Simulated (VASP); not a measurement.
# Cu (Fm-3m) in VASP: a series of runs, part 2 of 2

VASP 6.6.1. Earlier steps stand in the parts before.

## Step 3: Single point, PBEsol+D3(BJ)

This run uses another cell than the first one, of 10.81 Å³/atom, 0.950 times its volume.

File INCAR:

```
PREC     = Accurate       # precision mode
ENCUT    = 600            # plane-wave cutoff, eV
EDIFF    = 1E-6           # SCF threshold, eV
ISMEAR   = 0              # smearing method
SIGMA    = 0.1            # smearing width, eV
LREAL    = False          # projectors in reciprocal space
LASPH    = True           # aspherical terms in the spheres
NELM     = 120            # most SCF steps
ALGO     = Normal         # electronic algorithm
ISIF     = 2              # what is computed and relaxed
LWAVE    = False          # write WAVECAR
LCHARG   = False          # write CHGCAR
GGA      = PS             # functional
IVDW     = 12             # dispersion correction
NBANDS   = 12             # bands
GGA_COMPAT= False
```

File KPOINTS:

```
regular mesh
0
Gamma
  20 20 20
```

File POSCAR:

```
Cu
1.0
    0.0000000000      1.7550411924      1.7550411924
    1.7550411924      0.0000000000      1.7550411924
    1.7550411924      1.7550411924      0.0000000000
Cu
1
Direct
    0.0000000000      0.0000000000      0.0000000000
```

Potentials or basis: VASP PAW PBE potentials, release 64 (Cu).

Launch:

```bash
cat potpaw_PBE.64/Cu/POTCAR > POTCAR
mpirun -np 1 vasp_std > vasp.out
```

OUTCAR:

```text
PREC = Accurate
   ENCUT = 600
   EDIFF = 1E-6
   ISMEAR = 0
   LREAL = False
   LASPH = True
   NELM = 120
   ISIF = 2
   GGA = PS
   IVDW = 12
 IVDW          = 12

 ion  position               nearest neighbor table
   1  0.000  0.000  0.000-

  LATTYP: Found a face centered cubic cell.
 ALAT       =     3.5100823848

  Lattice vectors:

 A1 = (   0.0000000000,   1.7550411924,   1.7550411924)
 A2 = (   1.7550411924,   0.0000000000,   1.7550411924)
 A3 = (   1.7550411924,   1.7550411924,   0.0000000000)

Analysis of symmetry for initial positions (statically):
=====================================================================
 Subroutine PRICEL returns:
 Original cell was already a primitive cell.

 Routine SETGRP: Setting up the symmetry group for a
 face centered cubic supercell.

 Subroutine GETGRP returns: Found 48 space group operations
 (whereof 48 operations were pure point group operations)
 out of a pool of 48 trial point group operations.

The static configuration has the point symmetry O_h .

Analysis of symmetry for dynamics (positions and initial velocities):
=====================================================================
 Subroutine PRICEL returns:
 Original cell was already a primitive cell.

 Routine SETGRP: Setting up the symmetry group for a
 face centered cubic supercell.

 Subroutine GETGRP returns: Found 48 space group operations
 (whereof 48 operations were pure point group operations)
 out of a pool of 48 trial point group operations.

The dynamic configuration has the point symmetry O_h .

 Subroutine INISYM returns: Found 48 space group operations
 (whereof 48 operations are pure point group operations),
 and found     1 'primitive' translations

----------------------------------------------------------------------------------------

                                     Primitive cell

  volume of cell :      10.8116

  direct lattice vectors                    reciprocal lattice vectors
     0.000000000  1.755041192  1.755041192    -0.284893598  0.284893598  0.284893598
     1.755041192  0.000000000  1.755041192     0.284893598 -0.284893598  0.284893598
     1.755041192  1.755041192  0.000000000     0.284893598  0.284893598 -0.284893598

  length of vectors
     2.482003057  2.482003057  2.482003057     0.493450187  0.493450187  0.493450187

  position of ions in fractional coordinates (direct lattice)
     0.000000000  0.000000000  0.000000000

  ion indices of the primitive-cell ions
   primitive index   ion index
                 1           1

----------------------------------------------------------------------------------------

 KPOINTS: regular mesh

Automatic generation of k-mesh.
 Grid dimensions read from file:
 generate k-points for:   20   20   20

 Generating k-lattice:

  Cartesian coordinates                     Fractional coordinates (reciprocal lattice)
    -0.014244680  0.014244680  0.014244680     0.050000000  0.000000000  0.000000000
     0.014244680 -0.014244680  0.014244680     0.000000000  0.050000000  0.000000000
     0.014244680  0.014244680 -0.014244680     0.000000000  0.000000000  0.050000000

  Length of vectors
     0.024672509  0.024672509  0.024672509

  Shift w.r.t. Gamma in fractional coordinates (k-lattice)
     0.000000000  0.000000000  0.000000000

 Subroutine IBZKPT returns following result:
 ===========================================

 Found    256 irreducible k-points:

 Following reciprocal coordinates:
            Coordinates               Weight
  0.000000  0.000000  0.000000      1.000000
  0.050000  0.000000  0.000000      8.000000
  0.100000  0.000000  0.000000      8.000000
  0.150000  0.000000  0.000000      8.000000
  0.200000  0.000000  0.000000      8.000000
  0.250000  0.000000  0.000000      8.000000
[... 16 lines left out ...]
 -0.400000  0.050000  0.000000     24.000000
 -0.350000  0.050000  0.000000     24.000000
 [... further k-points ...]
   k-points           NKPTS =    256   k-points in BZ     NKDIM =    256   number of bands    NBANDS=     12
   number of dos      NEDOS =    301   number of ions     NIONS =      1
   total plane-waves  NPLWV =   8000
   dimension x,y,z NGX =    20 NGY =   20 NGZ =   20
   dimension x,y,z NGXF=    40 NGYF=   40 NGZF=   40
   ions per type =               1
   NGX,Y,Z   is equivalent  to a cutoff of  13.40, 13.40, 13.40 a.u.
   NGXF,Y,Z  is equivalent  to a cutoff of  26.79, 26.79, 26.79 a.u.
 SYSTEM =  unknown system
   PREC   = accura    normal or accurate (medium, high low for compatibility)
   ISTART =      0    job   : 0-new  1-cont  2-samecut
   ICHARG =      2    charge: 1-file 2-atom 10-const
   ISPIN  =      1    spin polarized calculation?
   LNONCOLLINEAR =      F non collinear calculations
   LSORBIT =      F    spin-orbit coupling
   LASPH  =      T    aspherical Exc in radial PAW
   ENCUT  =  600.0 eV  44.10 Ry    6.64 a.u.   4.96  4.96  4.96*2*pi/ulx,y,z
   NELM   =    120;   NELMIN=  2; NELMDL= -5     # of ELM steps
   EDIFF  = 0.1E-05   stopping-criterion for ELM
   LREAL  =      F    real-space projection
   EDIFFG = 0.1E-04   stopping-criterion for IOM
   NSW    =      0    number of steps for IOM
   IBRION =     -1    ionic relax: 0-MD 1-quasi-New 2-CG
   NFREE  =      0    steps in history (QN), initial steepest desc. (CG)
   ISIF   =      2    stress and relaxation
   ISYM   =      2    0-nonsym 1-usesym 2-fastsym
   POTIM  = 0.5000    time-step for ionic-motion
   TEBEG  =    0.0;   TEEND  =   0.0 temperature during run
   PSTRESS=    0.0 pullay stress
   NELECT =      11.0000    total number of electrons
   NUPDOWN=      -1.0000    fix difference up-down
   EMIN   =  10.00;   EMAX   =-10.00  energy-range for DOS
   EFERMI =   0.00;   METHOD = LEGACY
   ISMEAR =     0;   SIGMA  =   0.10  broadening in eV -4-tet -1-fermi 0-gaus
   EFERMI_NEDOS =   21; number of points for ismear=-14 and -15
   IALGO  =     38    algorithm
   IMIX   =      4    mixing-type and parameters
     AMIX     =   0.40;   BMIX     =  1.00
     AMIX_MAG =   1.60;   BMIX_MAG =  1.00
  volume/ion in A,a.u.               =      10.81        72.96
  Fermi-wavevector in a.u.,A,eV,Ry     =   1.646551  3.111529 36.887148  2.711129
  Thomas-Fermi vector in A             =   2.736160
   LORBIT       =      0    0 simple, 1 ext, 2 COOP (PROOUT), +10 PAW based schemes
   GGA     = PS    functional components
   LHFCALC =     F    Hartree Fock is set to
   AEXX    =    0.0000 exact exchange contribution
   IVDW    =    12    specifies the selected vdW correction
   LEPSILON=     F    determine dielectric tensor
   LRPA    =     F    only Hartree local field effects (RPA)
 non-spin polarized calculation
 Gauss-broadening in eV      SIGMA  =   0.10
  energy-cutoff  :      600.00
  volume of cell :       10.81
 maximum number of plane-waves:       371
   NGX =  9   NGY =  9   NGZ =  9

 number of electron      10.9999994 magnetization

 Free energy of the ion-electron system (eV)
  ---------------------------------------------------
  ext. energy  EPLUGINS =         0.00000000
  ---------------------------------------------------
  free energy    TOTEN  =        -4.29465216 eV

  energy without entropy =       -4.29338320  energy(sigma->0) =       -4.29401768

 E-fermi :   8.5188     XC(G=0): -13.4320

 val. band max:        8.5067106875   @ k =  -0.4500   0.1000   0.0000
 cond. band min:       8.5370542181   @ k =   0.5000   0.2500   0.1000
 fundamental gap:      0.0303435306
 Fermi energy:         8.5188116956

 k-point     1 :       0.0000    0.0000    0.0000
  band No.  band energies     occupation
      1      -1.5413      2.00000
      2       5.2322      2.00000
      3       5.2322      2.00000
      4       5.2322      2.00000
      5       6.1864      2.00000
      6       6.1864      2.00000
      7      31.8289      0.00000
      8      35.1426      0.00000
      9      35.1426      0.00000
     10      35.1426      0.00000
     11      37.7247      0.00000
     12      37.7247      0.00000
[... 331 lines left out ...]
 k-point    24 :      -0.3500    0.0500    0.0000
  band No.  band energies     occupation
      1       2.4615      2.00000
      2       5.2619      2.00000
      3       5.3086      2.00000
      4       5.4035      2.00000
      5       6.5434      2.00000
      6       6.8554      2.00000
      7      16.3435      0.00000
      8      29.3088      0.00000
      9      31.7064      0.00000
     10      33.1545      0.00000
     11      35.2649      0.00000
     12      37.1516      0.00000

 [... further k-points ...]

------------------------ aborting loop because EDIFF is reached ----------------------------------------

 Edisp (eV)   -0.57299

 E8    (eV) :    -0.3738

  FORCE on cell =-STRESS in cart. coord.  units (eV):
  Direction    XX          YY          ZZ          XY          YZ          ZX
  --------------------------------------------------------------------------------------
  -------------------------------------------------------------------------------------
  Total       0.05471     0.05471     0.05471    -0.00000     0.00000     0.00000
  in kB       8.10703     8.10703     8.10703    -0.00000     0.00000     0.00000
  external pressure =        8.11 kB  Pullay stress =        0.00 kB

 VOLUME and BASIS-vectors are now :
 -----------------------------------------------------------------------------
  energy-cutoff  :      600.00
  volume of cell :       10.81
      direct lattice vectors                 reciprocal lattice vectors
     0.000000000  1.755041192  1.755041192    -0.284893598  0.284893598  0.284893598
     1.755041192  0.000000000  1.755041192     0.284893598 -0.284893598  0.284893598
     1.755041192  1.755041192  0.000000000     0.284893598  0.284893598 -0.284893598

 POSITION                                       TOTAL-FORCE (eV/Angst)
 -----------------------------------------------------------------------------------
      0.00000      0.00000      0.00000         0.000000      0.000000     -0.000000
 -----------------------------------------------------------------------------------
    total drift:                                0.000000      0.000000      0.000000

  FREE ENERGIE OF THE ION-ELECTRON SYSTEM (eV)
  ---------------------------------------------------
  free  energy   TOTEN  =        -4.8676379900 eV

  energy  without entropy=       -4.8663690259  energy(sigma->0) =       -4.86700351
```

Wall time 21 s (1 thread of Intel Xeon 6975P-C, shared host); peak memory 0.17 GiB.

What came out:

- Free energy: -4.8676 eV
- Pressure: 0.8 GPa
- Dispersion energy per atom: -0.573 eV

Caveat: the PAW data sets were made with another functional, which shifts forces and pressure a little; pairwise dispersion overbinds metals, which lowers pressure and volume.
